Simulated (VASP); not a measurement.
TiO2: single point with PBEsol

Crystal: TiO2.

```xyz
30
Lattice="-5.6532 1.8844 -4.7792 -1.8844 -5.6532 4.7792 1.8844 5.6532 4.7792" Properties=species:S:1:pos:R:3 pbc="T T T"
Ti   -1.8844    1.8844    4.7792
Ti    0.0000    0.0000    0.0000
Ti   -3.7688    3.7688    0.0000
Ti   -3.7688    0.0000    0.0000
Ti   -1.8844   -1.8844    4.7792
Ti   -3.7688    1.8844    2.3896
Ti   -1.8844    0.0000    7.1687
Ti    0.0000    1.8844    2.3896
Ti   -5.6532    0.0000   -2.3896
Ti   -3.7688   -1.8844    2.3896
O    -3.7688    1.8844    4.3723
O    -1.8844    0.0000   -0.4069
O     0.0000    1.8844    4.3723
O    -5.6532    0.0000   -0.4069
O    -3.7688   -1.8844    4.3723
O    -3.7688    0.0000    1.9827
O     0.0000    3.7688    1.9827
O    -5.6532    1.8844   -2.7965
O    -3.7688    3.7688    1.9827
O    -3.7688   -3.7688    1.9827
O    -3.7688    1.8844    0.4069
O    -1.8844    0.0000    5.1860
O    -1.8844   -3.7688    5.1860
O    -3.7688    5.6532    0.4069
O    -3.7688   -1.8844    0.4069
O    -1.8844    1.8844    2.7965
O    -5.6532    1.8844    2.7965
O    -5.6532   -1.8844    2.7965
O    -1.8844    5.6532    2.7965
O    -1.8844   -1.8844    2.7965
```

| Item | Value |
| --- | --- |
| Program | VASP 6.6.1 |
| Task | single point |
| Functional | PBEsol |
| Potentials or basis | VASP PAW PBE potentials, release 64 (Ti_sv, O) |
| Cutoff | 520 eV |
| k mesh | 2 × 2 × 2, shifted |
| Occupations | gaussian, width 0.02 eV |
| Spin | no spin polarisation |

The pressure is 0.7 GPa and the largest force is 0.013 eV/Å. The band gap on the k mesh is 2.31 eV.

Forces on the atoms (eV/Å):
```
Ti   0.000  0.000  0.000
Ti   0.000  0.000  0.000
Ti   0.000  0.000  0.000
Ti   0.000  0.000  0.000
Ti   0.000  0.000  0.000
Ti   0.000  0.000  0.000
Ti   0.000  0.000  0.000
Ti   0.000  0.000  0.000
Ti   0.000  0.000  0.000
Ti   0.000  0.000  0.000
O    0.000  0.000  0.013
O    0.000  0.000  0.013
O    0.000  0.000  0.013
O    0.000  0.000  0.013
O    0.000  0.000  0.013
O    0.000  0.000  0.013
O    0.000  0.000  0.013
O    0.000  0.000  0.013
O    0.000  0.000  0.013
O    0.000  0.000  0.013
O    0.000  0.000 -0.013
O    0.000  0.000 -0.013
O    0.000  0.000 -0.013
O    0.000  0.000 -0.013
O    0.000  0.000 -0.013
O    0.000  0.000 -0.013
O    0.000  0.000 -0.013
O    0.000  0.000 -0.013
O    0.000  0.000 -0.013
O    0.000  0.000 -0.013
```

Levels at points of the mesh, in eV from the valence-band top:
```tsv
k point	band 117	band 118	band 119	band 120	band 121	band 122	band 123	band 124
(0.25, 0.25, 0.25)	-0.36	-0.36	-0.14	-0.14	3.11	3.11	3.11	3.11
```

Run time: 8.3 min on 1 thread of Intel(R) Xeon(R) Platinum 8259CL CPU @ 2.50GHz (Skylake/Cascade Lake) (shared host), peak memory 0.51 GiB.

Caveat: the PAW data sets were made with another functional, which shifts forces and pressure a little; a shifted mesh leaves out Γ, where band edges can lie. A k mesh can miss the band edges.
